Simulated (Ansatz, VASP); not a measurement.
**Hf2Pd2Se2Br2O3 in VASP and in Ansatz**

Contents of INCAR:

```
  PREC = Accurate
  ENCUT = 520
  EDIFF = 1E-6
  ISMEAR = -1
  SIGMA = 0.05
  LREAL = False
  LASPH = True
  NELM = 100
  ALGO = Normal
  ISIF = 2
  LWAVE = False
  LCHARG = True
  GGA = RP
  LELF = True
  LVHAR = True
  NBANDS = 53
```

KPOINTS

```
regular mesh
0
Gamma
  4 4 3
```

File POSCAR:

```
Hf2Pd2Se2Br2O3
1.0
    5.6066300000     -0.0934600000     -0.0140900000
    1.6139300000      5.3351200000      0.0025100000
    1.3691600000      1.9152900000      8.3154300000
Hf Pd Se Br O
2 2 2 2 3
Direct
    0.2331700000      0.6516100000      0.0228400000
    0.7668300000      0.3483900000      0.9771600000
    0.0000000000      0.5000000000      0.5000000000
    0.0000000000      0.0000000000      0.5000000000
    0.0241900000      0.3391700000      0.2533100000
    0.9758100000      0.6608300000      0.7466900000
    0.5000000000      0.5000000000      0.5000000000
    0.5000000000      0.0000000000      0.5000000000
    0.4479200000      0.3572400000      0.9210100000
    0.5520800000      0.6427600000      0.0789900000
    0.0000000000      0.0000000000      0.0000000000
```

File input.yaml:

```yaml
crystal:
  lattice:
    - [5.60663, -0.09346, -0.01409]
    - [1.61393, 5.33512, 0.00251]
    - [1.36916, 1.91529, 8.31543]
  atoms:
    - { symbol: Hf, position: [0.23317, 0.65161, 0.02284] }
    - { symbol: Hf, position: [0.76683, 0.34839, 0.97716] }
    - { symbol: Pd, position: [0.0, 0.5, 0.5] }
    - { symbol: Pd, position: [0.0, 0.0, 0.5] }
    - { symbol: Se, position: [0.02419, 0.33917, 0.25331] }
    - { symbol: Se, position: [0.97581, 0.66083, 0.74669] }
    - { symbol: Br, position: [0.5, 0.5, 0.5] }
    - { symbol: Br, position: [0.5, 0.0, 0.5] }
    - { symbol: O, position: [0.44792, 0.35724, 0.92101] }
    - { symbol: O, position: [0.55208, 0.64276, 0.07899] }
    - { symbol: O, position: [0.0, 0.0, 0.0] }
kpoints:
  mp_grid: { grid: [4, 4, 3] }
  band_path:
    path: [[0.0, 0.0, 0.5], [0.0, 0.0, 0.0], [0.5, 0.0, 0.0]]
    npoints: 12
scf:
  occupations: { method: fermi_dirac, width: 0.05 }
hamiltonian:
  xc: rpbe
  pseudopotentials: { kind: all_electron, lapw: { basis_error: 0.002 } }
output:
  forces: true
  stress: true
  eigenvalues: true
```

Alike in both runs: functional RPBE; k mesh 4 × 4 × 3; occupations fermi-dirac, width 0.05 eV; no spin polarisation.

|  | VASP | Ansatz |
| --- | --- | --- |
| version | VASP 6.6.1 | Ansatz 0.2.0 |
| potentials or method | VASP PAW PBE potentials, release 64 (Hf_pv, Pd, Se, Br, O), cutoff 520 eV | all-electron LAPW, scalar-relativistic |
| task | single point | band structure |

|  | VASP | Ansatz | Ansatz less VASP |
| --- | --- | --- | --- |
| gap on the k mesh at the Fermi level (eV) | none | none | - |
| pressure (GPa) | 2.1 | 2.5 | +0.42 |
| traceless stress, the component that is largest in VASP (GPa) | 0.73 | 0.56 | -0.171 |
| rms of the force components (eV/Å) | 0.032 | 0.056 | +0.0233 |

VASP's potentials were made for PBE, not for RPBE. Atom by atom the forces differ by 0.044 eV/Å (rms over components). A gap of «none» marks a metal or a gap that the smearing closes. Ansatz ran all-electron here, and VASP with PAW potentials.

Spin-orbit coupling is off throughout. Noted on Ansatz's run: the k mesh is thin for a metal, which can move the energy by tens of meV per atom.
